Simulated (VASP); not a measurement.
# NaH (Amm2) in VASP: further runs

Runs on NaH. Level: PBEsol. Tasks: single point.

Program: VASP 6.6.1. These are calculated values, not measurements. Logs are shortened: lines on timing, memory, paths and dates and some standing lists are left out, and cuts for length are marked.

## 1. The cell of the first run

Symmetry: Amm2, No. 38, orthorhombic system. Conventional cell: a = 2.955 Å, b = 4.179 Å, c = 4.179 Å, α = 90.00°, β = 90.00°, γ = 90.00°. Within 2.8 Å of Na (site symmetry mm2) lie 6 H at 2.10 to 2.63 Å. Within 2.8 Å of H (site symmetry mm2) lie 6 Na at 2.10 to 2.63 Å.

## 2. Single point, PBEsol (atom 1 (Na) moved by (-0.600, +0.000) A along [1 1 0] and z)

Input file INCAR:

```
ALGO = Normal ; EDIFF = 1E-6
ENCUT = 500 ; GGA = PS
GGA_COMPAT = False ; ISIF = 2
ISMEAR = 0 ; LASPH = True
LCHARG = True ; LELF = True
LREAL = False ; LVHAR = True
LWAVE = False ; NBANDS = 11
NELM = 120 ; PREC = Accurate
SIGMA = 0.05
```

Input file KPOINTS:

```
k-points
0
Gamma
  10 10 10
```

Input file POSCAR:

```
NaH
1.0
    2.9551240000      0.0000000000      0.0000000000
    0.0000000000      2.9551240000      0.0000000000
    0.0000000000      0.0000000000      2.9551240000
Na H
1 1
Direct
   -0.1435689564     -0.1435689564      0.0000000000
    0.5000000000      0.5000000000      0.5000000000
```

Potentials or basis: VASP PAW PBE potentials, release 64 (Na_pv, H).

Run with:

```console
> cat potpaw_PBE.64/Na_pv/POTCAR potpaw_PBE.64/H/POTCAR > POTCAR
> mpirun -np 1 vasp_std > vasp.out
```

OUTCAR:

```text
EDIFF = 1E-6
   ENCUT = 500
   GGA = PS
   ISIF = 2
   ISMEAR = 0
   LASPH = True
   LREAL = False
   NELM = 120
   PREC = Accurate

 ion  position               nearest neighbor table
   1  0.856  0.856  0.000-
   2  0.500  0.500  0.500-

  LATTYP: Found a simple cubic cell.
 ALAT       =     2.9551240000

  Lattice vectors:

 A1 = (   2.9551240000,   0.0000000000,   0.0000000000)
 A2 = (   0.0000000000,   2.9551240000,   0.0000000000)
 A3 = (   0.0000000000,   0.0000000000,   2.9551240000)

Analysis of symmetry for initial positions (statically):
=====================================================================
 Subroutine PRICEL returns:
 Original cell was already a primitive cell.

 Routine SETGRP: Setting up the symmetry group for a
 simple cubic supercell.

 Subroutine GETGRP returns: Found  4 space group operations
 (whereof  4 operations were pure point group operations)
 out of a pool of 48 trial point group operations.

The static configuration has the point symmetry C_2v.

Analysis of symmetry for dynamics (positions and initial velocities):
=====================================================================
 Subroutine PRICEL returns:
 Original cell was already a primitive cell.

 Routine SETGRP: Setting up the symmetry group for a
 simple cubic supercell.

 Subroutine GETGRP returns: Found  4 space group operations
 (whereof  4 operations were pure point group operations)
 out of a pool of 48 trial point group operations.

The dynamic configuration has the point symmetry C_2v.

 Subroutine INISYM returns: Found  4 space group operations
 (whereof  4 operations are pure point group operations),
 and found     1 'primitive' translations

----------------------------------------------------------------------------------------

                                     Primitive cell

  volume of cell :      25.8064

  direct lattice vectors                    reciprocal lattice vectors
     2.955124000  0.000000000  0.000000000     0.338395275  0.000000000  0.000000000
     0.000000000  2.955124000  0.000000000     0.000000000  0.338395275  0.000000000
     0.000000000  0.000000000  2.955124000     0.000000000  0.000000000  0.338395275

  length of vectors
     2.955124000  2.955124000  2.955124000     0.338395275  0.338395275  0.338395275

  position of ions in fractional coordinates (direct lattice)
     0.856431044  0.856431044  0.000000000
     0.500000000  0.500000000  0.500000000

  ion indices of the primitive-cell ions
   primitive index   ion index
                 1           1
                 2           2

----------------------------------------------------------------------------------------

 KPOINTS: k-points

Automatic generation of k-mesh.
 Grid dimensions read from file:
 generate k-points for:   10   10   10

 Generating k-lattice:

  Cartesian coordinates                     Fractional coordinates (reciprocal lattice)
     0.033839528  0.000000000  0.000000000     0.100000000  0.000000000  0.000000000
     0.000000000  0.033839528  0.000000000     0.000000000  0.100000000  0.000000000
     0.000000000  0.000000000  0.033839528     0.000000000  0.000000000  0.100000000

  Length of vectors
     0.033839528  0.033839528  0.033839528

  Shift w.r.t. Gamma in fractional coordinates (k-lattice)
     0.000000000  0.000000000  0.000000000

 Subroutine IBZKPT returns following result:
 ===========================================

 Found    186 irreducible k-points:

 Following reciprocal coordinates:
            Coordinates               Weight
  0.000000  0.000000  0.000000      1.000000
  0.100000  0.000000  0.000000      4.000000
  0.000000  0.000000  0.100000      2.000000
  0.200000  0.000000  0.000000      4.000000
  0.000000  0.000000  0.200000      2.000000
  0.300000  0.000000  0.000000      4.000000
[... 16 lines left out ...]
  0.400000  0.100000  0.000000      4.000000
  0.000000  0.400000  0.100000      8.000000
 [... further k-points ...]
   k-points           NKPTS =    186   k-points in BZ     NKDIM =    186   number of bands    NBANDS=     11
   number of dos      NEDOS =    301   number of ions     NIONS =      2
   total plane-waves  NPLWV =  13824
   dimension x,y,z NGX =    24 NGY =   24 NGZ =   24
   dimension x,y,z NGXF=    48 NGYF=   48 NGZF=   48
   ions per type =               1   1
   NGX,Y,Z   is equivalent  to a cutoff of  13.50, 13.50, 13.50 a.u.
   NGXF,Y,Z  is equivalent  to a cutoff of  27.00, 27.00, 27.00 a.u.
 SYSTEM =  unknown system
   PREC   = accura    normal or accurate (medium, high low for compatibility)
   ISTART =      0    job   : 0-new  1-cont  2-samecut
   ICHARG =      2    charge: 1-file 2-atom 10-const
   ISPIN  =      1    spin polarized calculation?
   LNONCOLLINEAR =      F non collinear calculations
   LSORBIT =      F    spin-orbit coupling
   LASPH  =      T    aspherical Exc in radial PAW
   ENCUT  =  500.0 eV  36.75 Ry    6.06 a.u.   5.39  5.39  5.39*2*pi/ulx,y,z
   NELM   =    120;   NELMIN=  2; NELMDL= -5     # of ELM steps
   EDIFF  = 0.1E-05   stopping-criterion for ELM
   LREAL  =      F    real-space projection
   EDIFFG = 0.1E-04   stopping-criterion for IOM
   NSW    =      0    number of steps for IOM
   IBRION =     -1    ionic relax: 0-MD 1-quasi-New 2-CG
   NFREE  =      0    steps in history (QN), initial steepest desc. (CG)
   ISIF   =      2    stress and relaxation
   ISYM   =      2    0-nonsym 1-usesym 2-fastsym
   POTIM  = 0.5000    time-step for ionic-motion
   TEBEG  =    0.0;   TEEND  =   0.0 temperature during run
   PSTRESS=    0.0 pullay stress
   NELECT =       8.0000    total number of electrons
   NUPDOWN=      -1.0000    fix difference up-down
   EMIN   =  10.00;   EMAX   =-10.00  energy-range for DOS
   EFERMI =   0.00;   METHOD = LEGACY
   ISMEAR =     0;   SIGMA  =   0.05  broadening in eV -4-tet -1-fermi 0-gaus
   EFERMI_NEDOS =   21; number of points for ismear=-14 and -15
   IALGO  =     38    algorithm
   IMIX   =      4    mixing-type and parameters
     AMIX     =   0.40;   BMIX     =  1.00
     AMIX_MAG =   1.60;   BMIX_MAG =  1.00
  volume/ion in A,a.u.               =      12.90        87.08
  Fermi-wavevector in a.u.,A,eV,Ry     =   1.107973  2.093765 16.702564  1.227604
  Thomas-Fermi vector in A             =   2.244494
   LORBIT       =      0    0 simple, 1 ext, 2 COOP (PROOUT), +10 PAW based schemes
   GGA     = PS    functional components
   LHFCALC =     F    Hartree Fock is set to
   AEXX    =    0.0000 exact exchange contribution
   IVDW    =     0    specifies the selected vdW correction
   LEPSILON=     F    determine dielectric tensor
   LRPA    =     F    only Hartree local field effects (RPA)
 non-spin polarized calculation
 Gauss-broadening in eV      SIGMA  =   0.05
  energy-cutoff  :      500.00
  volume of cell :       25.81
 maximum number of plane-waves:       691
 NGX is ok and might be reduce to    24
   NGX = 11   NGY = 11   NGZ = 11

 number of electron       8.0000006 magnetization

 Free energy of the ion-electron system (eV)
  ---------------------------------------------------
  ext. energy  EPLUGINS =         0.00000000
  ---------------------------------------------------
  free energy    TOTEN  =        -4.66540543 eV

  energy without entropy =       -4.66540543  energy(sigma->0) =       -4.66540543

 E-fermi :   1.4029     XC(G=0):  -8.1859

 val. band max:        1.0750319976   @ k =   0.5000   0.5000   0.5000
 cond. band min:       2.1128506330   @ k =   0.5000   0.0000   0.0000
 fundamental gap:      1.0378186354
 Fermi energy:         1.4029482544

 k-point     1 :       0.0000    0.0000    0.0000
  band No.  band energies     occupation
      1     -22.9940      2.00000
      2     -22.9869      2.00000
      3     -22.9559      2.00000
      4      -4.6661      2.00000
      5       8.9570      0.00000
      6      11.7157      0.00000
      7      12.1532      0.00000
      8      13.7354      0.00000
      9      14.2332      0.00000
     10      15.6786      0.00000
     11      25.9590      0.00000

 k-point     2 :       0.1000    0.0000    0.0000
  band No.  band energies     occupation
      1     -23.0090      2.00000
      2     -22.9883      2.00000
      3     -22.9544      2.00000
      4      -4.5085      2.00000
      5       8.2302      0.00000
      6      11.2127      0.00000
      7      12.3126      0.00000
      8      13.8546      0.00000
      9      14.5699      0.00000
     10      17.0852      0.00000
     11      24.5951      0.00000

 k-point     3 :       0.0000    0.0000    0.1000
  band No.  band energies     occupation
      1     -22.9924      2.00000
      2     -22.9855      2.00000
      3     -22.9742      2.00000
      4      -4.5077      2.00000
      5       8.3163      0.00000
      6      11.2183      0.00000
      7      11.8832      0.00000
      8      14.3536      0.00000
      9      14.5148      0.00000
     10      16.9689      0.00000
     11      24.4416      0.00000

 k-point     4 :       0.2000    0.0000    0.0000
  band No.  band energies     occupation
      1     -23.0553      2.00000
      2     -22.9846      2.00000
      3     -22.9503      2.00000
      4      -4.0503      2.00000
      5       6.3964      0.00000
      6      11.1823      0.00000
      7      12.7740      0.00000
      8      14.2066      0.00000
      9      15.0383      0.00000
     10      19.9433      0.00000
     11      22.4659      0.00000
[... 239 lines left out ...]
 k-point    22 :      -0.1000    0.3000    0.0000
  band No.  band energies     occupation
      1     -23.1101      2.00000
      2     -22.9963      2.00000
      3     -22.9437      2.00000
      4      -3.2053      2.00000
      5       4.5189      0.00000
      6      10.6547      0.00000
      7      13.0432      0.00000
      8      14.9126      0.00000
      9      16.9306      0.00000
     10      18.7740      0.00000
     11      21.0722      0.00000

 k-point    23 :       0.4000    0.1000    0.0000
  band No.  band energies     occupation
      1     -23.1554      2.00000
      2     -22.9922      2.00000
      3     -22.9396      2.00000
      4      -2.4208      2.00000
      5       2.9838      0.00000
      6      10.8640      0.00000
      7      14.1467      0.00000
      8      15.5675      0.00000
      9      16.1107      0.00000
     10      18.8119      0.00000
     11      19.6745      0.00000

 k-point    24 :       0.0000    0.4000    0.1000
  band No.  band energies     occupation
      1     -23.1552      2.00000
      2     -22.9741      2.00000
      3     -22.9581      2.00000
      4      -2.4247      2.00000
      5       2.9728      0.00000
      6      11.0453      0.00000
      7      13.8352      0.00000
      8      15.2804      0.00000
      9      16.9600      0.00000
     10      18.3407      0.00000
     11      19.5394      0.00000

 [... further k-points ...]
[... 5 lines left out ...]
  --------------------------------------------------------------------------------------
  -------------------------------------------------------------------------------------
  Total        0.4232600      0.4232600      0.5499128      0.4697202      0.0000000      0.0000000
  in kB       26.2779014     26.2779014     34.1410851     29.1623592      0.0000000      0.0000000
  external PRESSURE =      28.8989626 kB  Pullay stress =       0.0000000 kB

 VOLUME and BASIS-vectors are now :
 -----------------------------------------------------------------------------
  energy-cutoff  :      500.00
  volume of cell :       25.81
      direct lattice vectors                 reciprocal lattice vectors
     2.955124000  0.000000000  0.000000000     0.338395275  0.000000000  0.000000000
     0.000000000  2.955124000  0.000000000     0.000000000  0.338395275  0.000000000
     0.000000000  0.000000000  2.955124000     0.000000000  0.000000000  0.338395275

 POSITION                                       TOTAL-FORCE (eV/Angst)
 -----------------------------------------------------------------------------------
      2.53086      2.53086      0.00000         0.385901      0.385901      0.000000
      1.47756      1.47756      1.47756        -0.385901     -0.385901      0.000000
 -----------------------------------------------------------------------------------
    total drift:                               -0.000342     -0.000342     -0.000006

  FREE ENERGIE OF THE ION-ELECTRON SYSTEM (eV)
  ---------------------------------------------------
  free  energy   TOTEN  =        -4.6654054296 eV

  energy  without entropy=       -4.6654054296  energy(sigma->0) =       -4.66540543
```

It took 46 s on 1 thread of AMD EPYC 7R43 (Zen 3), shared host; peak memory 0.13 GiB.

Results:

* Free energy: -4.6654 eV
* Pressure: 2.9 GPa
* Largest force: 0.546 eV/Å
* Band gap on the k mesh: 1.04 eV (least direct gap 4.24 eV)

Forces on the atoms (eV/Å):
```
Na   0.386  0.386  0.000
H   -0.386 -0.386  0.000
```

Stress tensor (GPa, compression positive):
```
2.63 2.92 0.00
2.92 2.63 0.00
0.00 0.00 3.41
```

Levels at points of the mesh, in eV from the valence-band top:
| k point | band 2 | band 3 | band 4 | band 5 | band 6 | band 7 |
| --- | --- | --- | --- | --- | --- | --- |
| (0.00, 0.00, 0.00) | -24.06 | -24.03 | -5.74 | 7.88 | 10.64 | 11.08 |
| (0.50, 0.00, 0.00) | -24.05 | -24.01 | -3.20 | 1.04 | 11.13 | 14.06 |
| (0.00, 0.00, 0.50) | -24.05 | -24.04 | -3.22 | 1.18 | 10.52 | 14.15 |
| (0.50, 0.50, 0.00) | -24.22 | -24.00 | -1.47 | 4.37 | 4.37 | 6.64 |
| (0.00, 0.50, 0.50) | -24.19 | -24.03 | -1.55 | 4.30 | 4.47 | 6.86 |
| (0.50, 0.50, 0.50) | -24.19 | -24.16 | 0.00 | 7.00 | 7.18 | 7.68 |

Caveat: the cell differs from its parent crystal (atom 1 (Na) moved by (-0.600, +0.000) A along [1 1 0] and z); the PAW data sets were made with another functional, which shifts forces and pressure a little. A k mesh can miss the band edges.

(Continued in part 2 of 2.)
